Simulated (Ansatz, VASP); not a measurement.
**C in VASP and in Ansatz**

The input INCAR:

```
SYSTEM = C
ALGO = Normal ; EDIFF = 1E-6
ENCUT = 600 ; GGA = PE
GGA_COMPAT = .FALSE. ; ISIF = 2
ISMEAR = 0 ; LASPH = .TRUE.
LCHARG = .FALSE. ; LREAL = .FALSE.
LWAVE = .FALSE. ; NBANDS = 11
NELM = 120 ; PREC = Accurate
SIGMA = 0.1
```

KPOINTS

```
k-points
0
G
  8 8 8
  0 0 0
```

POSCAR

```
C
1.0
    0.0000000000      1.7800000000      1.7800000000
    1.7800000000      0.0000000000      1.7800000000
    1.7800000000      1.7800000000      0.0000000000
C
2
Direct
    0.0000000000      0.0000000000      0.0000000000
    0.2500000000      0.2500000000      0.2500000000
```

Input for Ansatz:

```yaml
crystal:
  lattice:
    - [0.0, 1.78, 1.78]
    - [1.78, 0.0, 1.78]
    - [1.78, 1.78, 0.0]
  atoms:
    - { symbol: C, position: [0.0, 0.0, 0.0] }
    - { symbol: C, position: [0.25, 0.25, 0.25] }
basis:
  ecutwfc: 420
kpoints:
  mp_grid: { grid: [8, 8, 8] }
hamiltonian:
  xc: pbe
  pseudopotentials: { kind: paw, azcp: { folder: soft_1 } }
scf:
  occupations: { method: gaussian, width: 0.1 }
output:
  forces: true
  stress: true
  eigenvalues: true
```

Alike in both runs: task single point; functional PBE; k mesh 8 × 8 × 8; occupations gaussian, width 0.1 eV; no spin polarisation.

```csv
,VASP,Ansatz
version,VASP 6.6.1,Ansatz 0.2.0
potentials or method,"VASP PAW PBE potentials, release 64 (C), cutoff 600 eV","scalar-relativistic, plane waves, PAW"
valence electrons in the cell,8,8
```

|  | VASP | Ansatz | Ansatz less VASP |
| --- | --- | --- | --- |
| gap on the k mesh at the Fermi level (eV) | 4.15 | 4.15 | +0.008 |
| least direct gap on the mesh (eV) | 5.61 | 5.61 | +0.002 |
| pressure (GPa) | 4.3 | 4.3 | 0.00 |
